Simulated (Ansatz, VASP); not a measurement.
One calculation of KI, two programs

```
CELL_PARAMETERS angstrom
0.00000 3.41093 3.41093
3.41093 0.00000 3.41093
3.41093 3.41093 0.00000
ATOMIC_POSITIONS crystal
K 0.00000 0.00000 0.00000
I 0.50000 0.50000 0.50000
```

Alike in both runs: functional LDA; k mesh 6 × 6 × 6; occupations gaussian, width 0.02 eV; no spin polarisation.

Ansatz relaxed the structure, and its values are those at the end. VASP's run is a single point on that final structure, the one shown.

```csv
,VASP,Ansatz
version,VASP 6.6.1,Ansatz 0.2.0
potentials or method,"VASP PAW LDA potentials, release 64 (K_sv, I), cutoff 520 eV","scalar-relativistic, plane waves, PAW"
valence electrons in the cell,16,26
```

VASP gave:

```
gap on the k mesh at the Fermi level (eV) : 3.87
least direct gap on the mesh (eV)         : 3.87
pressure (GPa)                            : 0.0
```

Q: What did Ansatz give for the same quantities?

A: gap on the k mesh at the Fermi level (eV): 3.86; least direct gap on the mesh (eV): 3.86; pressure (GPa): 0.0.

LDA's correlation is that of Perdew and Zunger in VASP and of Perdew and Wang (1992) in Ansatz. VASP's potentials hold 16 valence electrons a cell and Ansatz's 26, so a difference there can come from the potentials and not from the codes.

Spin-orbit coupling is off throughout.
